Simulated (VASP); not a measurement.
Wanted: the native input for a VASP 6.6.1 run.

* Task: relaxation of cell and atoms
* Functional: PBE
* Potentials or basis: VASP PAW PBE potentials, release 64 (Mg, Zn, O)
* Cutoff: 600 eV
* k mesh: 4 × 4 × 4
* Occupations: gaussian, width 0.2 eV
* Spin: no spin polarisation
* Dipole correction: no
* Further INCAR settings: ALGO = Normal; EDIFF = 1e-06; IBRION = 2; EDIFFG = -0.08; NSW = 36; ISIF = 3

The structure of MgZn4O lies in POSCAR:

```
MgZn4O
1.0
    5.1248022800      0.0000000000      0.0000000000
   -2.5624011400      4.4382089700      0.0000000000
    0.0000000000      0.0000000000      3.9324042000
Mg Zn O
1 4 1
Direct
    0.3333333300      0.6666666700      0.0000000000
    0.6666666700      0.3333333300      0.0000000000
    0.9963070200      0.4981535100      0.5000000000
    0.5018464900      0.4981535100      0.5000000000
    0.5018464900      0.0036929800      0.5000000000
    0.0000000000      0.0000000000      0.0000000000
```

One way to write it, as run:

INCAR

```
  PREC = Accurate
  ENCUT = 600
  EDIFF = 1E-6
  ISMEAR = 0
  SIGMA = 0.2
  LREAL = False
  LASPH = True
  NELM = 100
  ALGO = Normal
  ISIF = 3
  LWAVE = False
  LCHARG = False
  GGA = PE
  IBRION = 2
  NSW = 36
  EDIFFG = -0.08
```

KPOINTS

```
Automatic mesh
0
Gamma
  4 4 4
```

Potentials or basis: VASP PAW PBE potentials, release 64 (Mg, Zn, O).

Command:

```console
$ cat potpaw_PBE.64/Mg/POTCAR potpaw_PBE.64/Zn/POTCAR potpaw_PBE.64/O/POTCAR > POTCAR
$ mpirun -np 1 vasp_std > vasp.out
```

It gave:

```json
{
  "Relaxed volume": "17.07 Å³/atom",
  "Relaxed cell": "a = 4.849 Å, b = 4.849 Å, c = 5.030 Å, α = 90.00°, β = 90.00°, γ = 120.00°",
  "Space group after relaxing (to 0.05 Å)": "P-6m2 (No. 187)",
  "Energy gained by relaxing": "184.3 meV/atom",
  "Ionic steps": "12",
  "Pressure after relaxing": "-0.6 GPa",
  "Largest force after relaxing": "0.058 eV/Å",
  "Band gap on the k mesh": "zero (band 28 reaches 3.25 eV, above the bottom of band 29 at 1.71 eV)"
}
```

Caveat: the k points lie up to 0.37 Å⁻¹ apart in the final cell; the relaxation stopped at a loose force limit of 0.08 eV/Å, so its end isn't a converged minimum.

It took 8.8 min on 1 thread of Intel(R) Xeon(R) Platinum 8259CL CPU @ 2.50GHz (Skylake/Cascade Lake), with other jobs on the host, peak memory 0.25 GiB.
